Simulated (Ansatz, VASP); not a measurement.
Ag: VASP beside Ansatz

```xyz
3
Lattice="1.4137 0.8162 6.9145 -1.4137 0.8162 6.9145 0.0000 -1.6324 6.9145" Properties=species:S:1:pos:R:3 pbc="T T T"
Ag    0.0000    0.0000    0.0000
Ag    0.0000    0.0000   16.1327
Ag    0.0000    0.0000    4.6109
```

Alike in both runs: task single point; functional PBE; k mesh 6 × 6 × 6; occupations gaussian, width 0.1 eV; no spin polarisation.

|  | VASP | Ansatz |
| --- | --- | --- |
| version | VASP 6.6.1 | Ansatz 0.2.0 |
| potentials or method | VASP PAW PBE potentials, release 64 (Ag), cutoff 520 eV | scalar-relativistic, plane waves, PAW |
| valence electrons in the cell | 33 | 57 |

```csv
,VASP,Ansatz,Ansatz less VASP
gap on the k mesh at the Fermi level (eV),none,none,-
pressure (GPa),14.7,15.0,+0.26
"traceless stress, the component that is largest in VASP (GPa)",-1.03,-1.05,-0.018
```

A gap of «none» marks a metal or a gap that the smearing closes. VASP's potentials hold 33 valence electrons a cell and Ansatz's 57, so a difference there can come from the potentials and not from the codes.

The k mesh is coarse, so the values compare programs but aren't converged.
